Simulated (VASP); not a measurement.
# Al (Fm-3m) in VASP: notebook

Al is run at these levels: PBEsol; tasks: single point, relaxation of cell and atoms.

Everything below comes from runs of VASP 6.6.1. Logs are shortened: lines on timing, memory, paths and dates and some standing lists are left out, and cuts for length are marked.

## Step 1: The cell of the first run

The structure is cubic, space group Fm-3m (No. 225). The conventional cell has a = 4.014 Å, b = 4.014 Å, c = 4.014 Å, α = 90.00°, β = 90.00°, γ = 90.00°. Within 3.7 Å of Al (site symmetry m-3m) lie 12 Al at 2.84 Å.

## Step 2: Single point, PBEsol

INCAR

```
ALGO = Normal
EDIFF = 1E-7
ENCUT = 520
GGA = PS
ISIF = 2
ISMEAR = 1
LASPH = T
LCHARG = F
LREAL = F
LWAVE = F
NBANDS = 8
NELM = 60
PREC = Accurate
SIGMA = 0.05
```

KPOINTS

```
k-points
0
Gamma
  17 17 17
```

POSCAR

```
Al
1.0
    2.8383282232      0.0000000000      0.0000000000
    1.4191641116      2.4580643455      0.0000000000
    1.4191641116      0.8193547818      2.3174852898
Al
1
Direct
    0.0000000000      0.0000000000      0.0000000000
```

Potentials or basis: VASP PAW PBE potentials, release 64 (Al).

Run with:

```bash
> cat potpaw_PBE.64/Al/POTCAR > POTCAR
> mpirun -np 1 vasp_std > vasp.out
```

OUTCAR:

```text
EDIFF = 1E-7
   ENCUT = 520
   GGA = PS
   ISIF = 2
   ISMEAR = 1
   LASPH = T
   LREAL = F
   NELM = 60
   PREC = Accurate

 ion  position               nearest neighbor table
   1  0.000  0.000  0.000-

  LATTYP: Found a face centered cubic cell.
 ALAT       =     4.0140022676

  Lattice vectors:

 A1 = (   2.8383282232,   0.0000000000,   0.0000000000)
 A2 = (   1.4191641116,   2.4580643455,   0.0000000000)
 A3 = (   1.4191641116,   0.8193547818,   2.3174852898)

Analysis of symmetry for initial positions (statically):
=====================================================================
 Subroutine PRICEL returns:
 Original cell was already a primitive cell.

 Routine SETGRP: Setting up the symmetry group for a
 face centered cubic supercell.

 Subroutine GETGRP returns: Found 48 space group operations
 (whereof 48 operations were pure point group operations)
 out of a pool of 48 trial point group operations.

The static configuration has the point symmetry O_h .

Analysis of symmetry for dynamics (positions and initial velocities):
=====================================================================
 Subroutine PRICEL returns:
 Original cell was already a primitive cell.

 Routine SETGRP: Setting up the symmetry group for a
 face centered cubic supercell.

 Subroutine GETGRP returns: Found 48 space group operations
 (whereof 48 operations were pure point group operations)
 out of a pool of 48 trial point group operations.

The dynamic configuration has the point symmetry O_h .

 Subroutine INISYM returns: Found 48 space group operations
 (whereof 48 operations are pure point group operations),
 and found     1 'primitive' translations

----------------------------------------------------------------------------------------

                                     Primitive cell

  volume of cell :      16.1686

  direct lattice vectors                    reciprocal lattice vectors
     2.838328223  0.000000000  0.000000000     0.352320071 -0.203412088 -0.143834067
     1.419164112  2.458064345  0.000000000     0.000000000  0.406824175 -0.143834067
     1.419164112  0.819354782  2.317485290     0.000000000  0.000000000  0.431502200

  length of vectors
     2.838328223  2.838328223  2.838328223     0.431502200  0.431502200  0.431502200

  position of ions in fractional coordinates (direct lattice)
     0.000000000  0.000000000  0.000000000

  ion indices of the primitive-cell ions
   primitive index   ion index
                 1           1

----------------------------------------------------------------------------------------

 KPOINTS: k-points

Automatic generation of k-mesh.
 Grid dimensions read from file:
 generate k-points for:   17   17   17

 Generating k-lattice:

  Cartesian coordinates                     Fractional coordinates (reciprocal lattice)
     0.020724710 -0.011965417 -0.008460827     0.058823529  0.000000000  0.000000000
     0.000000000  0.023930834 -0.008460827     0.000000000  0.058823529  0.000000000
     0.000000000  0.000000000  0.025382482     0.000000000  0.000000000  0.058823529

  Length of vectors
     0.025382482  0.025382482  0.025382482

  Shift w.r.t. Gamma in fractional coordinates (k-lattice)
     0.000000000  0.000000000  0.000000000

 Subroutine IBZKPT returns following result:
 ===========================================

 Found    165 irreducible k-points:

 Following reciprocal coordinates:
            Coordinates               Weight
  0.000000  0.000000  0.000000      1.000000
  0.058824 -0.000000  0.000000      8.000000
  0.117647  0.000000  0.000000      8.000000
  0.176471  0.000000  0.000000      8.000000
  0.235294  0.000000  0.000000      8.000000
  0.294118 -0.000000  0.000000      8.000000
[... 16 lines left out ...]
 -0.176471  0.058824 -0.000000     24.000000
 -0.117647  0.058824 -0.000000     24.000000
 [... further k-points ...]
   k-points           NKPTS =    165   k-points in BZ     NKDIM =    165   number of bands    NBANDS=      8
   number of dos      NEDOS =    301   number of ions     NIONS =      1
   total plane-waves  NPLWV =  13824
   dimension x,y,z NGX =    24 NGY =   24 NGZ =   24
   dimension x,y,z NGXF=    48 NGYF=   48 NGZF=   48
   ions per type =               1
   NGX,Y,Z   is equivalent  to a cutoff of  14.06, 14.06, 14.06 a.u.
   NGXF,Y,Z  is equivalent  to a cutoff of  28.11, 28.11, 28.11 a.u.
 SYSTEM =  unknown system
   PREC   = accura    normal or accurate (medium, high low for compatibility)
   ISTART =      0    job   : 0-new  1-cont  2-samecut
   ICHARG =      2    charge: 1-file 2-atom 10-const
   ISPIN  =      1    spin polarized calculation?
   LNONCOLLINEAR =      F non collinear calculations
   LSORBIT =      F    spin-orbit coupling
   LASPH  =      T    aspherical Exc in radial PAW
   ENCUT  =  520.0 eV  38.22 Ry    6.18 a.u.   5.28  5.28  5.28*2*pi/ulx,y,z
   NELM   =     60;   NELMIN=  2; NELMDL= -5     # of ELM steps
   EDIFF  = 0.1E-06   stopping-criterion for ELM
   LREAL  =      F    real-space projection
   EDIFFG = 0.1E-05   stopping-criterion for IOM
   NSW    =      0    number of steps for IOM
   IBRION =     -1    ionic relax: 0-MD 1-quasi-New 2-CG
   NFREE  =      0    steps in history (QN), initial steepest desc. (CG)
   ISIF   =      2    stress and relaxation
   ISYM   =      2    0-nonsym 1-usesym 2-fastsym
   POTIM  = 0.5000    time-step for ionic-motion
   TEBEG  =    0.0;   TEEND  =   0.0 temperature during run
   PSTRESS=    0.0 pullay stress
   NELECT =       3.0000    total number of electrons
   NUPDOWN=      -1.0000    fix difference up-down
   EMIN   =  10.00;   EMAX   =-10.00  energy-range for DOS
   EFERMI =   0.00;   METHOD = LEGACY
   ISMEAR =     1;   SIGMA  =   0.05  broadening in eV -4-tet -1-fermi 0-gaus
   EFERMI_NEDOS =   21; number of points for ismear=-14 and -15
   IALGO  =     38    algorithm
   IMIX   =      4    mixing-type and parameters
     AMIX     =   0.40;   BMIX     =  1.00
     AMIX_MAG =   1.60;   BMIX_MAG =  1.00
  volume/ion in A,a.u.               =      16.17       109.11
  Fermi-wavevector in a.u.,A,eV,Ry     =   0.933736  1.764506 11.862426  0.871864
  Thomas-Fermi vector in A             =   2.060469
   LORBIT       =      0    0 simple, 1 ext, 2 COOP (PROOUT), +10 PAW based schemes
   GGA     = PS    functional components
   LHFCALC =     F    Hartree Fock is set to
   AEXX    =    0.0000 exact exchange contribution
   IVDW    =     0    specifies the selected vdW correction
   LEPSILON=     F    determine dielectric tensor
   LRPA    =     F    only Hartree local field effects (RPA)
 non-spin polarized calculation
 Methfessel and Paxton  Order N= 1 SIGMA  =   0.05
  energy-cutoff  :      520.00
  volume of cell :       16.17
 maximum number of plane-waves:       448
 NGX is ok and might be reduce to    24
   NGX = 11   NGY = 11   NGZ = 11

 number of electron       3.0000000 magnetization

 Free energy of the ion-electron system (eV)
  ---------------------------------------------------
  ext. energy  EPLUGINS =         0.00000000
  ---------------------------------------------------
  free energy    TOTEN  =        -4.09391463 eV

  energy without entropy =       -4.09378463  energy(sigma->0) =       -4.09387130

 E-fermi :   8.1733     XC(G=0): -10.3309

 val. band max:        8.1728265035   @ k =  -0.4706   0.2941   0.1176
 cond. band min:       8.2026144777   @ k =   0.4706   0.4118   0.0000
 fundamental gap:      0.0297879742
 Fermi energy:         8.1733069261

 k-point     1 :       0.0000    0.0000    0.0000
  band No.  band energies     occupation
      1      -3.1078      2.00000
      2      20.8704      0.00000
      3      20.8704      0.00000
      4      20.8704      0.00000
      5      22.5162      0.00000
      6      22.5162      0.00000
      7      22.5162      0.00000
      8      24.7960      0.00000

 k-point     2 :       0.0588   -0.0000    0.0000
  band No.  band energies     occupation
      1      -3.0125      2.00000
      2      19.2432      0.00000
      3      20.5495      0.00000
      4      20.5495      0.00000
      5      22.9863      0.00000
      6      22.9863      0.00000
      7      23.0805      0.00000
      8      25.7920      0.00000

 k-point     3 :       0.1176    0.0000    0.0000
  band No.  band energies     occupation
      1      -2.7270      2.00000
      2      16.8637      0.00000
      3      20.0225      0.00000
      4      20.0225      0.00000
      5      23.0977      0.00000
      6      23.9215      0.00000
      7      23.9215      0.00000
      8      26.1113      0.00000

 k-point     4 :       0.1765    0.0000    0.0000
  band No.  band energies     occupation
      1      -2.2524      2.00000
      2      14.4810      0.00000
      3      19.5718      0.00000
      4      19.5718      0.00000
      5      22.9085      0.00000
      6      24.3409      0.00000
      7      24.3409      0.00000
      8      25.6713      0.00000

 k-point     5 :       0.2353    0.0000    0.0000
  band No.  band energies     occupation
      1      -1.5907      2.00000
      2      12.1911      0.00000
      3      19.2547      0.00000
      4      19.2547      0.00000
      5      22.7326      0.00000
      6      23.3572      0.00000
      7      23.3572      0.00000
      8      26.8800      0.00000
[... 177 lines left out ...]
 k-point    22 :      -0.2353    0.0588   -0.0000
  band No.  band energies     occupation
      1      -1.2453      2.00000
      2      11.5214      0.00000
      3      17.3876      0.00000
      4      20.4673      0.00000
      5      21.8749      0.00000
      6      23.2475      0.00000
      7      23.5185      0.00000
      8      26.2397      0.00000

 k-point    23 :      -0.1765    0.0588   -0.0000
  band No.  band energies     occupation
      1      -1.9684      2.00000
      2      13.7580      0.00000
      3      17.6822      0.00000
      4      20.7056      0.00000
      5      22.9867      0.00000
      6      23.4609      0.00000
      7      24.5332      0.00000
      8      24.8541      0.00000

 k-point    24 :      -0.1176    0.0588   -0.0000
  band No.  band energies     occupation
      1      -2.5053      2.00000
      2      16.0754      0.00000
      3      18.1496      0.00000
      4      21.0215      0.00000
      5      23.2436      0.00000
      6      23.5873      0.00000
      7      24.6850      0.00000
      8      24.9695      0.00000

 [... further k-points ...]

------------------------ aborting loop because EDIFF is reached ----------------------------------------

  FORCE on cell =-STRESS in cart. coord.  units (eV):
  Direction    XX          YY          ZZ          XY          YZ          ZX
  --------------------------------------------------------------------------------------
  -------------------------------------------------------------------------------------
  Total        0.0055459      0.0055459      0.0055459      0.0000000     -0.0000000     -0.0000000
  in kB        0.5495560      0.5495560      0.5495560      0.0000000     -0.0000000     -0.0000000
  external PRESSURE =       0.5495560 kB  Pullay stress =       0.0000000 kB

 VOLUME and BASIS-vectors are now :
 -----------------------------------------------------------------------------
  energy-cutoff  :      520.00
  volume of cell :       16.17
      direct lattice vectors                 reciprocal lattice vectors
     2.838328223  0.000000000  0.000000000     0.352320071 -0.203412088 -0.143834067
     1.419164112  2.458064345  0.000000000     0.000000000  0.406824175 -0.143834067
     1.419164112  0.819354782  2.317485290     0.000000000  0.000000000  0.431502200

 POSITION                                       TOTAL-FORCE (eV/Angst)
 -----------------------------------------------------------------------------------
      0.00000      0.00000      0.00000         0.000000      0.000000      0.000000
 -----------------------------------------------------------------------------------
    total drift:                               -0.000000     -0.000000      0.000000

  FREE ENERGIE OF THE ION-ELECTRON SYSTEM (eV)
  ---------------------------------------------------
  free  energy   TOTEN  =        -4.0939146301 eV

  energy  without entropy=       -4.0937846335  energy(sigma->0) =       -4.09387130
```

It took 13 s on 1 thread of AMD EPYC 9R45 (Zen 5), shared host; peak memory 0.11 GiB.

What came out:

| Property | Result |
| --- | --- |
| Free energy | -4.0939 eV |
| Pressure | 0.1 GPa |

Caveat: the PAW data sets were made with another functional, which shifts forces and pressure a little.

(Part 1 of 2 ends here.)
